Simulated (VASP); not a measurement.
# ZrC in VASP: single point with PBE+D3(BJ)

Aim: the single point of ZrC with PBE+D3(BJ).

All numbers are computed with VASP 6.6.1; they aren't measurements. Logs are shortened: lines on timing, memory, paths and dates and some standing lists are left out, and cuts for length are marked.

### Step 1. The cell of the first run

The cell holds a slab with vacuum, 24 atoms: a = 6.609 Å, b = 6.609 Å, c = 26.960 Å, α = 90.00°, β = 90.00°, γ = 120.00°.

### Step 2. Single point, PBE+D3(BJ)

The input, INCAR:

```
  PREC = Accurate
  ENCUT = 520
  EDIFF = 1E-6
  ISMEAR = 0
  SIGMA = 0.1
  LREAL = Auto
  LASPH = True
  NELM = 80
  ALGO = Normal
  ISIF = 2
  LWAVE = False
  LCHARG = False
  LDIPOL = True
  IDIPOL = 3
  DIPOL = 0.5 0.5 0.420
  GGA = PE
  IVDW = 12
  NBANDS = 114
```

The input, KPOINTS:

```
Automatic mesh
0
Gamma
  3 3 1
```

The input, POSCAR:

```
ZrC
1.0
    6.6085416879      0.0000000000      0.0000000000
   -3.3042708439      5.7231649837      0.0000000000
    0.0000000000      0.0000000000     26.9604146163
Zr C
12 12
Direct
    0.1666666667      0.3333333333      0.2967313417
    0.1666666667      0.8333333333      0.2967313417
    0.6666666667      0.3333333333      0.2967313417
    0.6666666667      0.8333333333      0.2967313417
    0.5000000000      0.5000000000      0.3968012362
    0.5000000000      0.0000000000      0.3968012362
    0.0000000000      0.5000000000      0.3968012362
    0.0000000000      0.0000000000      0.3968012362
    0.8333333333      0.6666666667      0.5000750279
    0.8340147682      0.1670073841      0.4965172232
    0.3329926159      0.6659852318      0.4965172232
    0.3329926159      0.1670073841      0.4965172232
    0.3333333333      0.1666666667      0.3467662889
    0.3333333333      0.6666666667      0.3467662889
    0.8333333333      0.1666666667      0.3467662889
    0.8333333333      0.6666666667      0.3467662889
    0.6660738853      0.3321477707      0.4455070288
    0.6660738853      0.8339261147      0.4455070288
    0.1666666667      0.3333333333      0.4447045543
    0.1678522293      0.8339261147      0.4455070288
    0.0043781061      0.4956218939      0.5371971028
    0.0043781061      0.0087562123      0.5371971028
    0.4912437877      0.4956218939      0.5371971028
    0.5000000000      0.0000000000      0.5452063764
```

Potentials or basis: VASP PAW PBE potentials, release 64 (Zr_sv, C).

On the command line:

```
$ cat potpaw_PBE.64/Zr_sv/POTCAR potpaw_PBE.64/C/POTCAR > POTCAR
$ mpirun -np 1 vasp_std > vasp.out
```

OUTCAR:

```text
PREC = Accurate
   ENCUT = 520
   EDIFF = 1E-6
   ISMEAR = 0
   LREAL = Auto
   LASPH = True
   NELM = 80
   ISIF = 2
   GGA = PE
   IVDW = 12
 IVDW          = 12

 ion  position               nearest neighbor table
   1  0.167  0.333  0.297-  13 2.34  14 2.34  15 2.34   8 3.30   5 3.30   2 3.30   2 3.30   3 3.30
                             3 3.30   4 3.30   4 3.30   7 3.30
   2  0.167  0.833  0.297-  14 2.34  13 2.34  16 2.34   7 3.30   6 3.30   1 3.30   1 3.30   4 3.30
                             4 3.30   3 3.30   3 3.30   8 3.30
   3  0.667  0.333  0.297-  15 2.34  16 2.34  13 2.34   6 3.30   7 3.30   4 3.30   4 3.30   1 3.30
                             1 3.30   2 3.30   2 3.30   5 3.30
   4  0.667  0.833  0.297-  16 2.34  15 2.34  14 2.34   5 3.30   8 3.30   3 3.30   3 3.30   2 3.30
                             2 3.30   1 3.30   1 3.30   6 3.30
   5  0.500  0.500  0.397-  19 2.30  17 2.32  18 2.32  13 2.34  16 2.34  14 2.34  11 3.30  12 3.30
                             4 3.30   1 3.30   6 3.30   6 3.30   7 3.30   7 3.30   8 3.30   8 3.30
   6  0.500  0.000  0.397-  18 2.31  17 2.31  20 2.31  14 2.34  15 2.34  13 2.34  12 3.30  11 3.30
                            10 3.30   3 3.30   2 3.30   5 3.30   5 3.30   8 3.30   8 3.30   7 3.30
   7  0.000  0.500  0.397-  19 2.30  20 2.32  17 2.32  15 2.34  14 2.34  16 2.34  10 3.30  11 3.30
                             2 3.30   3 3.30   8 3.30   8 3.30   5 3.30   5 3.30   6 3.30   6 3.30
   8  0.000  0.000  0.397-  19 2.30  20 2.32  18 2.32  16 2.34  13 2.34  15 2.34  10 3.30  12 3.30
                             1 3.30   4 3.30   7 3.30   7 3.30   6 3.30   6 3.30   5 3.30   5 3.30
   9  0.833  0.667  0.500-  21 2.20  22 2.20  23 2.20  18 2.41  17 2.41  20 2.41  10 3.31  11 3.31
[... 5 lines left out ...]
  12  0.333  0.167  0.497-  23 2.18  22 2.18  24 2.32  20 2.35  17 2.35  19 2.36   5 3.30   8 3.30
                            11 3.30  10 3.30   6 3.30   9 3.31   9 3.31  11 3.31  10 3.31
  13  0.333  0.167  0.347-   1 2.34   2 2.34   3 2.34   5 2.34   8 2.34   6 2.34
  14  0.333  0.667  0.347-   2 2.34   1 2.34   4 2.34   6 2.34   7 2.34   5 2.34
  15  0.833  0.167  0.347-   3 2.34   4 2.34   1 2.34   7 2.34   6 2.34   8 2.34
  16  0.833  0.667  0.347-   4 2.34   3 2.34   2 2.34   8 2.34   5 2.34   7 2.34
  17  0.666  0.332  0.446-   6 2.31   5 2.32   7 2.32  12 2.35  10 2.35   9 2.41
  18  0.666  0.834  0.446-   6 2.31   5 2.32   8 2.32  10 2.35  11 2.35   9 2.41
  19  0.167  0.333  0.445-   8 2.30   5 2.30   7 2.30  12 2.36  11 2.36  10 2.36
  20  0.168  0.834  0.446-   6 2.31   8 2.32   7 2.32  12 2.35  11 2.35   9 2.41
  21  0.004  0.496  0.537-  10 2.18  11 2.18   9 2.20
  22  0.004  0.009  0.537-  10 2.18  12 2.18   9 2.20
  23  0.491  0.496  0.537-  11 2.18  12 2.18   9 2.20
  24  0.500  0.000  0.545-  12 2.32  11 2.32  10 2.32

  LATTYP: Found a hexagonal cell.
 ALAT       =     6.6085416879
 C/A-ratio  =     4.0796314663

  Lattice vectors:

 A1 = (   6.6085416879,   0.0000000000,   0.0000000000)
 A2 = (  -3.3042708439,   5.7231649837,   0.0000000000)
 A3 = (   0.0000000000,   0.0000000000,  26.9604146163)

Analysis of symmetry for initial positions (statically):
[... 173 lines left out ...]
   LORBIT       =      0    0 simple, 1 ext, 2 COOP (PROOUT), +10 PAW based schemes
   GGA     = PE    functional components
   LHFCALC =     F    Hartree Fock is set to
   AEXX    =    0.0000 exact exchange contribution
   IVDW    =    12    specifies the selected vdW correction
   LEPSILON=     F    determine dielectric tensor
   LRPA    =     F    only Hartree local field effects (RPA)
 non-spin polarized calculation
 Gauss-broadening in eV      SIGMA  =   0.10
  energy-cutoff  :      520.00
  volume of cell :     1019.69
 maximum number of plane-waves:     27593
 NGX is ok and might be reduce to    50
   NGX = 25   NGY = 25   NGZ =101

 dipolmoment           0.000000      0.000000     -0.082561 electrons x Angstroem

 number of electron     191.9999998 magnetization

 dipolmoment           0.000000      0.000000      0.507689 electrons x Angstroem

 Free energy of the ion-electron system (eV)
  ---------------------------------------------------
  ext. energy  EPLUGINS =         0.00000000
  ---------------------------------------------------
  free energy    TOTEN  =      -209.31200397 eV

  energy without entropy =     -209.19169196  energy(sigma->0) =     -209.25184796

 E-fermi :  -0.8448     XC(G=0):  -4.4812

 val. band max:       -0.8673209692   @ k =   0.3333   0.3333   0.0000
 cond. band min:      -0.8255239540   @ k =   0.3333   0.3333   0.0000
 fundamental gap:      0.0417970152
 Fermi energy:        -0.8447911080

 k-point     1 :       0.0000    0.0000    0.0000
  band No.  band energies     occupation
      1     -49.8386      2.00000
      2     -49.7760      2.00000
      3     -49.7760      2.00000
      4     -49.7569      2.00000
      5     -48.9101      2.00000
      6     -48.8427      2.00000
[... 322 lines left out ...]
    107       0.5108      0.00000
    108       1.6127      0.00000
 [bands above 108 left out]

------------------------ aborting loop because EDIFF is reached ----------------------------------------

 vacuum level on the upper side and lower side of the slab       (xc-potential included)         1.060        -1.312

 Edisp (eV)   -7.06361

 E8    (eV) :    -3.3615

  FORCE on cell =-STRESS in cart. coord.  units (eV):
  Direction    XX          YY          ZZ          XY          YZ          ZX
  --------------------------------------------------------------------------------------
  -------------------------------------------------------------------------------------
  Total       0.12129     0.12129    -7.52146     0.00000     0.00000     0.00000
  in kB       0.19058     0.19058   -11.81801     0.00000     0.00000     0.00000
  external pressure =       -3.81 kB  Pullay stress =        0.00 kB

 VOLUME and BASIS-vectors are now :
 -----------------------------------------------------------------------------
  energy-cutoff  :      520.00
  volume of cell :     1019.69
      direct lattice vectors                 reciprocal lattice vectors
     6.608541688  0.000000000  0.000000000     0.151319315  0.087364247  0.000000000
    -3.304270844  5.723164984  0.000000000     0.000000000  0.174728494  0.000000000
     0.000000000  0.000000000 26.960414616     0.000000000  0.000000000  0.037091418

 POSITION                                       TOTAL-FORCE (eV/Angst)
 -----------------------------------------------------------------------------------
      0.00000      1.90772      8.00000        -0.000000      0.000000      1.571037
     -1.65214      4.76930      8.00000         0.030870      0.017823      1.500704
      3.30427      1.90772      8.00000        -0.000000     -0.035646      1.500704
      1.65214      4.76930      8.00000        -0.030870      0.017823      1.500704
      1.65214      2.86158     10.69793         0.184431      0.106481     -0.002617
      3.30427      0.00000     10.69793        -0.000000      0.000000      0.104033
[... 16 lines left out ...]
      1.60874      2.83653     14.48306        -0.013666     -0.007890      0.298929
      3.30427      0.00000     14.69899        -0.000000      0.000000     -0.353246
 -----------------------------------------------------------------------------------
    total drift:                                0.000003     -0.000002     -0.016636

  FREE ENERGIE OF THE ION-ELECTRON SYSTEM (eV)
  ---------------------------------------------------
  free  energy   TOTEN  =      -216.3756129725 eV

  energy  without entropy=     -216.2553009639  energy(sigma->0) =     -216.31545697

 vacuum level on the upper side and lower side of the slab         5.857         3.437
```

Run time: 39 min. Hardware: 1 thread of Intel Xeon Platinum 8259CL at 2.50GHz (Skylake/Cascade Lake), shared host; peak memory 1.1 GiB.

Results:

```
Free energy                : -216.3756 eV
Largest force              : 1.666 eV/Å
Band gap on the k mesh     : zero (band 96 reaches -0.56 eV, above the bottom of band 97 at -0.87 eV)
Dispersion energy per atom : -0.294 eV
```

Forces on the atoms (eV/Å):
```
Zr   0.000  0.000  1.571
Zr   0.031  0.018  1.501
Zr   0.000 -0.036  1.501
Zr  -0.031  0.018  1.501
Zr   0.184  0.106 -0.003
Zr   0.000  0.000  0.104
Zr  -0.184  0.106 -0.003
Zr   0.000 -0.213 -0.003
Zr   0.000  0.000 -0.392
Zr  -0.274 -0.158 -0.248
Zr   0.000  0.316 -0.248
Zr   0.274 -0.158 -0.248
C   -0.079  0.045 -1.664
C    0.000 -0.091 -1.664
C    0.079  0.045 -1.664
C    0.000  0.000 -1.594
C    0.000  0.076  0.116
C    0.066 -0.038  0.116
C    0.000  0.000  0.660
C   -0.066 -0.038  0.116
C    0.014 -0.008  0.299
C    0.000  0.016  0.299
C   -0.014 -0.008  0.299
C    0.000  0.000 -0.353
```

Levels at points of the mesh, in eV from the Fermi level:
```
           k point  band 93  band 94  band 95  band 96  band 97  band 98  band 99  band 100
(0.00, 0.00, 0.00)     0.10     0.10     0.20     0.28     0.28     0.34     0.34      0.35
```

Caveat: the k points lie up to 0.37 Å⁻¹ apart.
